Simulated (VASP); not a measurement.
# B31HN32 (a cell with a defect) in VASP: single point with PBE+D3(BJ)

Aim: the single point of B31HN32 (a cell with a defect) with PBE+D3(BJ).

Everything below comes from runs of VASP 6.6.1. Logs are shortened: lines on timing, memory, paths and dates and some standing lists are left out, and cuts for length are marked.

### Step 1. The cell of the first run

The cell holds a defect, 64 atoms: a = 8.683 Å, b = 9.366 Å, c = 9.366 Å, α = 64.72°, β = 62.39°, γ = 62.39°.

### Step 2. Single point, PBE+D3(BJ) (atoms taken out, then relaxed in part)

File INCAR:

```
SYSTEM = B31HN32
PREC = Accurate ; ENCUT = 520
EDIFF = 1E-6 ; ISMEAR = 0
SIGMA = 0.01 ; LREAL = Auto
LASPH = .True. ; NELM = 80
ALGO = Normal ; ISIF = 2
LWAVE = .False. ; LCHARG = .True.
GGA = PE ; IVDW = 12
LELF = .True. ; LVHAR = .True.
NBANDS = 165
```

File KPOINTS:

```
regular mesh
0
Gamma
  2 2 2
  0 0 0
```

File POSCAR:

```
B31HN32
1.0
    0.0000000000      8.6825123375      0.0000000000
    5.0128508353      4.3412561688     -6.6141239334
   -5.0128508353      4.3412561688     -6.6141239334
B N H
31 32 1
Direct
    0.2872974603      0.1287392469      0.6222386293
    0.5358186363     -0.0037372631      0.7514231462
    0.2900858858      0.3771360703      0.3764006010
    0.7924833364      0.8734999794      0.8745573866
    0.5385152789      0.2493584977      0.5032552226
    0.7882135818      0.1239756247      0.6241194092
    0.0398183128      0.0020739401      0.7433771554
    0.2929277011      0.6271773194      0.1297997132
    0.5429826369      0.4980224029      0.2543893255
    0.7913701190      0.3744517372      0.3758749603
    0.0394650590      0.2513432124      0.4983170286
    0.5458008435      0.7422039722      0.0017987724
    0.7943455318      0.6247169177      0.1257435505
    0.0419544745      0.5017151599      0.2500108845
    0.0450437315      0.7560476490     -0.0029639834
    0.4585216850      0.7505368557      0.5005073972
    0.4591060159     -0.0001172996      0.2498194734
    0.7088961499      0.8751708616      0.3750083204
    0.4589289683      0.2501662393     -0.0000590140
    0.9586684476      0.7503786044      0.5001124554
    0.7090617130      0.1250541203      0.1249213363
    0.9595553159     -0.0003296172      0.2493504825
    0.2088048294      0.8751956561      0.3750701190
    0.4584919291      0.5008051862      0.7504293534
    0.7090361645      0.3750632201      0.8749184690
    0.9594158141      0.2496035086     -0.0003606342
    0.2091339151      0.1247224198      0.1246328472
    0.7082157229      0.6257127932      0.6255955088
    0.9589915420      0.4999509925      0.7498983213
    0.2087507601      0.3752950276      0.8751296772
    0.2085358131      0.6255811018      0.6253668404
    0.5422626917      0.6250875230      0.6249090581
    0.5424015076      0.8750250271      0.3748037116
    0.7922964058      0.7501006263      0.4998905976
    0.5423574791      0.1250333668      0.1248563708
    0.0420023547      0.6253718319      0.6252204384
    0.7921761498      0.0002137113      0.2500238611
    0.0419011352      0.8754640746      0.3753830906
    0.2920757956      0.7502768545      0.5001383954
    0.5419232386      0.3754677824      0.8753226644
    0.7923324634      0.2500327065     -0.0000881884
    0.0421008030      0.1253537316      0.1251081603
    0.2926112521     -0.0002414863      0.2496054245
    0.7925727840      0.4997766498      0.7497444998
    0.0422941911      0.3751199288      0.8749562119
    0.2924712605      0.2498881832     -0.0002616368
    0.2916274292      0.5008047347      0.7506317528
    0.2024723773      0.0075431054      0.7366443917
    0.2046759811      0.2540840821      0.4982827122
    0.4538946147      0.1248257117      0.6275122272
    0.2075441192      0.5009579751      0.2519823521
    0.7049366283     -0.0020981311      0.7520291924
    0.4564154612      0.3752531615      0.3786965853
    0.7059112916      0.2498523609      0.5004040836
    0.9545306835      0.1260812766      0.6210162452
    0.1991974147      0.7532323915      0.0206548147
    0.4611235838      0.6211005324      0.1305963572
    0.7102393816      0.4997479317      0.2511571397
    0.9577013596      0.3763661002      0.3735999615
    0.4798911945      0.8544962043      0.8697023035
    0.7118511369      0.7476649198      0.0008777134
    0.9618241180      0.6268440757      0.1237967982
    0.9594966152      0.8756444395      0.8723634178
    0.2619773452      0.9186023994      0.8227576163
```

Potentials or basis: VASP PAW PBE potentials, release 64 (B, N, H).

Run with:

```
$ cat potpaw_PBE.64/B/POTCAR potpaw_PBE.64/N/POTCAR potpaw_PBE.64/H/POTCAR > POTCAR
$ mpirun -np 1 vasp_std > vasp.out
```

OUTCAR:

```text
SYSTEM = B31HN32
   PREC = Accurate
   ENCUT = 520
   EDIFF = 1E-6
   ISMEAR = 0
   LREAL = Auto
   LASPH = .True.
   NELM = 80
   ISIF = 2
   GGA = PE
   IVDW = 12
 IVDW          = 12

 ion  position               nearest neighbor table
   1  0.287  0.129  0.622-  48 1.41  49 1.44  50 1.45
   2  0.536  0.996  0.751-  60 1.44  50 1.44  52 1.48
   3  0.290  0.377  0.376-  49 1.44  51 1.44  53 1.45
   4  0.792  0.873  0.875-  61 1.44  52 1.45  63 1.45
   5  0.539  0.249  0.503-  53 1.44  54 1.44  50 1.45
   6  0.788  0.124  0.624-  54 1.44  55 1.44  52 1.46
[... 47 lines left out ...]
  54  0.706  0.250  0.500-   6 1.44   5 1.44  10 1.45
  55  0.955  0.126  0.621-   7 1.44   6 1.44  11 1.45
  56  0.199  0.753  0.021-   8 1.40  15 1.44
  57  0.461  0.621  0.131-   9 1.43  12 1.44   8 1.44
  58  0.710  0.500  0.251-  10 1.44   9 1.45  13 1.45
  59  0.958  0.376  0.374-  11 1.44  10 1.44  14 1.45
  60  0.480  0.854  0.870-  12 1.40   2 1.44
  61  0.712  0.748  0.001-  13 1.44   4 1.44  12 1.46
  62  0.962  0.627  0.124-  14 1.44  13 1.46  15 1.48
  63  0.959  0.876  0.872-  15 1.44   4 1.45   7 1.45
  64  0.262  0.919  0.823-  48 1.01

  LATTYP: Found a body centered orthorhombic cell.
 ALAT       =     8.6825123375
 B/A-ratio  =     1.1547005384
 C/A-ratio  =     1.5235507135

  Lattice vectors:

 A1 = (  -5.0128508353,  -4.3412561688,   6.6141239334)
 A2 = (   5.0128508353,   4.3412561687,   6.6141239334)
 A3 = (  -5.0128508353,   4.3412561688,  -6.6141239334)

Analysis of symmetry for initial positions (statically):
=====================================================================
 Subroutine PRICEL returns:
 Original cell was already a primitive cell.

 Routine SETGRP: Setting up the symmetry group for a
 body centered orthorhombic supercell.

 Subroutine GETGRP returns: Found  1 space group operations
 (whereof  1 operations were pure point group operations)
 out of a pool of  8 trial point group operations.

The static configuration has the point symmetry C_1 .

Analysis of symmetry for dynamics (positions and initial velocities):
=====================================================================
 Subroutine PRICEL returns:
 Original cell was already a primitive cell.

 Routine SETGRP: Setting up the symmetry group for a
 body centered orthorhombic supercell.

 Subroutine GETGRP returns: Found  1 space group operations
 (whereof  1 operations were pure point group operations)
 out of a pool of  8 trial point group operations.

The dynamic configuration has the point symmetry C_1 .

 Subroutine INISYM returns: Found  1 space group operations
 (whereof  1 operations are pure point group operations),
 and found     1 'primitive' translations

----------------------------------------------------------------------------------------

                                     Primitive cell

  volume of cell :     575.7481

  direct lattice vectors                    reciprocal lattice vectors
     0.000000000  8.682512338  0.000000000     0.000000000  0.115174037  0.075595802
     5.012850835  4.341256169 -6.614123933     0.099743642  0.000000000 -0.075595802
    -5.012850835  4.341256169 -6.614123933    -0.099743642  0.000000000 -0.075595802

  length of vectors
     8.682512338  9.365992421  9.365992421     0.137767137  0.125153983  0.125153983

  position of ions in fractional coordinates (direct lattice)
     0.287297460  0.128739247  0.622238629
     0.535818636  0.996262737  0.751423146
     0.290085886  0.377136070  0.376400601
     0.792483336  0.873499979  0.874557387
     0.538515279  0.249358498  0.503255223
     0.788213582  0.123975625  0.624119409
[... 56 lines left out ...]
     0.959496615  0.875644440  0.872363418
     0.261977345  0.918602399  0.822757616

  ion indices of the primitive-cell ions
   primitive index   ion index
                 1           1
                 2           2
                 3           3
                 4           4
                 5           5
                 6           6
[... 56 lines left out ...]
                63          63
                64          64

----------------------------------------------------------------------------------------

 KPOINTS: regular mesh

Automatic generation of k-mesh.
 Grid dimensions read from file:
 generate k-points for:    2    2    2

 Generating k-lattice:

  Cartesian coordinates                     Fractional coordinates (reciprocal lattice)
     0.000000000  0.057587019  0.037797901     0.500000000  0.000000000  0.000000000
     0.049871821  0.000000000 -0.037797901     0.000000000  0.500000000  0.000000000
    -0.049871821  0.000000000 -0.037797901     0.000000000  0.000000000  0.500000000

  Length of vectors
     0.068883569  0.062576991  0.062576991

  Shift w.r.t. Gamma in fractional coordinates (k-lattice)
     0.000000000  0.000000000  0.000000000

 Subroutine IBZKPT returns following result:
 ===========================================

 Found      8 irreducible k-points:

 Following reciprocal coordinates:
            Coordinates               Weight
  0.000000  0.000000  0.000000      1.000000
  0.500000  0.000000  0.000000      1.000000
  0.500000  0.500000  0.500000      1.000000
  0.000000  0.500000  0.000000      1.000000
  0.000000  0.000000  0.500000      1.000000
  0.500000  0.500000 -0.000000      1.000000
  0.500000 -0.000000  0.500000      1.000000
  0.000000  0.500000  0.500000      1.000000
   k-points           NKPTS =      8   k-points in BZ     NKDIM =      8   number of bands    NBANDS=    165
   number of dos      NEDOS =    301   number of ions     NIONS =     64
   total plane-waves  NPLWV = 343000
   dimension x,y,z NGX =    70 NGY =   70 NGZ =   70
   dimension x,y,z NGXF=   140 NGYF=  140 NGZF=  140
   ions per type =              31  32   1
   NGX,Y,Z   is equivalent  to a cutoff of  13.40, 12.42, 12.42 a.u.
   NGXF,Y,Z  is equivalent  to a cutoff of  26.81, 24.85, 24.85 a.u.
 SYSTEM =  B31HN32
   PREC   = accura    normal or accurate (medium, high low for compatibility)
   ISTART =      0    job   : 0-new  1-cont  2-samecut
   ICHARG =      2    charge: 1-file 2-atom 10-const
   ISPIN  =      1    spin polarized calculation?
   LNONCOLLINEAR =      F non collinear calculations
   LSORBIT =      F    spin-orbit coupling
   LASPH  =      T    aspherical Exc in radial PAW
   ENCUT  =  520.0 eV  38.22 Ry    6.18 a.u.  16.14 17.41 17.41*2*pi/ulx,y,z
   NELM   =     80;   NELMIN=  2; NELMDL= -5     # of ELM steps
   EDIFF  = 0.1E-05   stopping-criterion for ELM
   LREAL  =      T    real-space projection
   EDIFFG = 0.1E-04   stopping-criterion for IOM
   NSW    =      0    number of steps for IOM
   IBRION =     -1    ionic relax: 0-MD 1-quasi-New 2-CG
   NFREE  =      0    steps in history (QN), initial steepest desc. (CG)
   ISIF   =      2    stress and relaxation
   ISYM   =      2    0-nonsym 1-usesym 2-fastsym
   POTIM  = 0.5000    time-step for ionic-motion
   TEBEG  =    0.0;   TEEND  =   0.0 temperature during run
   PSTRESS=    0.0 pullay stress
   NELECT =     254.0000    total number of electrons
   NUPDOWN=      -1.0000    fix difference up-down
   EMIN   =  10.00;   EMAX   =-10.00  energy-range for DOS
   EFERMI =   0.00;   METHOD = LEGACY
   ISMEAR =     0;   SIGMA  =   0.01  broadening in eV -4-tet -1-fermi 0-gaus
   EFERMI_NEDOS =   21; number of points for ismear=-14 and -15
   IALGO  =     38    algorithm
   IMIX   =      4    mixing-type and parameters
     AMIX     =   0.40;   BMIX     =  1.00
     AMIX_MAG =   1.60;   BMIX_MAG =  1.00
  volume/ion in A,a.u.               =       9.00        60.71
  Fermi-wavevector in a.u.,A,eV,Ry     =   1.246260  2.355089 21.132070  1.553163
  Thomas-Fermi vector in A             =   2.380445
   LORBIT       =      0    0 simple, 1 ext, 2 COOP (PROOUT), +10 PAW based schemes
   GGA     = PE    functional components
   LHFCALC =     F    Hartree Fock is set to
   AEXX    =    0.0000 exact exchange contribution
   IVDW    =    12    specifies the selected vdW correction
   LEPSILON=     F    determine dielectric tensor
   LRPA    =     F    only Hartree local field effects (RPA)
 non-spin polarized calculation
 Gauss-broadening in eV      SIGMA  =   0.01
  energy-cutoff  :      520.00
  volume of cell :      575.75
 maximum number of plane-waves:     15566
 NGX is ok and might be reduce to    70
   NGX = 33   NGY = 35   NGZ = 35

 number of electron     253.9999991 magnetization

 Free energy of the ion-electron system (eV)
  ---------------------------------------------------
  ext. energy  EPLUGINS =         0.00000000
  ---------------------------------------------------
  free energy    TOTEN  =      -551.68180176 eV

  energy without entropy =     -551.68178818  energy(sigma->0) =     -551.68179497

 E-fermi :   2.2532     XC(G=0): -10.0417

 val. band max:        2.2309282062   @ k =   0.0000   0.5000   0.0000
 cond. band min:       2.2753570733   @ k =   0.5000   0.5000  -0.0000
 fundamental gap:      0.0444288671
 Fermi energy:         2.2532403674

 k-point     1 :       0.0000    0.0000    0.0000
  band No.  band energies     occupation
      1     -15.6282      2.00000
      2     -15.3161      2.00000
      3     -14.7013      2.00000
      4     -14.6332      2.00000
      5     -14.5531      2.00000
      6     -14.5492      2.00000
[... 1125 lines left out ...]
    138       7.8062      0.00000
    139       7.8720      0.00000
 [bands above 139 left out]

------------------------ aborting loop because EDIFF is reached ----------------------------------------

 Edisp (eV)   -8.91631

 E8    (eV) :    -2.5982

  FORCE on cell =-STRESS in cart. coord.  units (eV):
  Direction    XX          YY          ZZ          XY          YZ          ZX
  --------------------------------------------------------------------------------------
  -------------------------------------------------------------------------------------
  Total       8.87388     0.22386    -0.71213    -9.17998    -0.00660     0.00876
  in kB      24.69402     0.62297    -1.98170   -25.54580    -0.01836     0.02439
  external pressure =        7.78 kB  Pullay stress =        0.00 kB

 VOLUME and BASIS-vectors are now :
 -----------------------------------------------------------------------------
  energy-cutoff  :      520.00
  volume of cell :      575.75
      direct lattice vectors                 reciprocal lattice vectors
     0.000000000  8.682512338  0.000000000     0.000000000  0.115174037  0.075595802
     5.012850835  4.341256169 -6.614123933     0.099743642  0.000000000 -0.075595802
    -5.012850835  4.341256169 -6.614123933    -0.099743642  0.000000000 -0.075595802

 POSITION                                       TOTAL-FORCE (eV/Angst)
 -----------------------------------------------------------------------------------
     -2.47384      5.75465     -4.96706        -0.013354      0.001074     -0.002545
      1.22734     12.23940    -11.55941         0.034688     -0.023845     -0.001207
      0.00369      5.78997     -4.98398        -0.006108      0.000170      0.002238
     -0.00530     14.46951    -11.56187         0.006240     -0.002016      0.006441
     -1.27275      7.94295     -4.97788        -0.000243     -0.005459     -0.000265
     -2.50715     10.09135     -4.94799        -0.006230     -0.003095     -0.002873
[... 56 lines left out ...]
      0.01645     15.91939    -11.56154         0.002049      0.003048      0.002119
      0.48046      9.83431    -11.51757         0.014925     -0.008731      0.007030
 -----------------------------------------------------------------------------------
    total drift:                               -0.011971      0.011185      0.003371

  FREE ENERGIE OF THE ION-ELECTRON SYSTEM (eV)
  ---------------------------------------------------
  free  energy   TOTEN  =      -560.5981095752 eV

  energy  without entropy=     -560.5980959994  energy(sigma->0) =     -560.59810279
```

Wall time 76 min (1 thread of Oxide Virtual Turin-like, shared host); peak memory 0.94 GiB.

What came out:

| Quantity | Value |
| --- | --- |
| Free energy | -560.5981 eV |
| Pressure | 0.8 GPa |
| Largest force | 0.051 eV/Å |
| Band gap on the k mesh | 0.04 eV |
| Dispersion energy per atom | -0.139 eV |

Forces on the atoms (eV/Å):
```
B   -0.013  0.001 -0.003
B    0.035 -0.024 -0.001
B   -0.006  0.000  0.002
B    0.006 -0.002  0.006
B    0.000 -0.005  0.000
B   -0.006 -0.003 -0.003
B   -0.003  0.005  0.001
B   -0.006  0.041  0.000
B    0.000 -0.007 -0.002
B   -0.001 -0.001  0.000
B    0.004  0.004  0.002
B   -0.034 -0.009  0.002
B    0.001 -0.001  0.000
B   -0.003  0.000  0.001
B    0.044 -0.025 -0.007
B   -0.002  0.001  0.002
B    0.004  0.002 -0.002
B    0.001  0.003  0.001
B   -0.002  0.001  0.001
B   -0.001 -0.001  0.000
B   -0.002  0.001  0.003
B    0.003 -0.001  0.000
B    0.001 -0.001  0.000
B    0.003  0.002 -0.001
B    0.000  0.001 -0.001
B   -0.004  0.000 -0.001
B    0.001  0.000  0.001
B    0.000 -0.001 -0.002
B    0.003  0.000 -0.002
B    0.000 -0.001  0.004
B    0.002 -0.003 -0.002
N    0.000 -0.002  0.004
N    0.000 -0.001  0.001
N    0.000 -0.001  0.000
N   -0.001 -0.002 -0.001
N    0.000  0.001  0.001
N    0.000  0.000 -0.002
N    0.000  0.000  0.001
N   -0.002  0.000  0.001
N    0.001 -0.001  0.000
N    0.000  0.001  0.000
N    0.000  0.001  0.001
N   -0.001 -0.001  0.001
N    0.000  0.000  0.002
N    0.001  0.000  0.000
N    0.000  0.000 -0.003
N    0.001  0.000 -0.001
N   -0.015  0.007 -0.004
N    0.003  0.000 -0.001
N    0.016  0.007  0.003
N    0.002 -0.011 -0.003
N   -0.003  0.009  0.000
N    0.004  0.000 -0.001
N    0.003 -0.003 -0.002
N    0.000  0.002  0.000
N   -0.013  0.019  0.004
N   -0.002 -0.002 -0.002
N   -0.001 -0.001  0.002
N    0.002  0.000 -0.003
N   -0.023 -0.004 -0.007
N    0.001 -0.001 -0.002
N   -0.010  0.006  0.002
N    0.002  0.003  0.002
H    0.015 -0.009  0.007
```

Stress tensor (GPa, compression positive):
```
 2.47 -2.55  0.00
-2.55  0.06  0.00
 0.00  0.00 -0.20
```

Caveat: the k points lie up to 0.43 Å⁻¹ apart; the cell differs from its parent crystal (atoms taken out, then relaxed in part); semilocal functionals underestimate gaps, and a narrow one can read as zero.
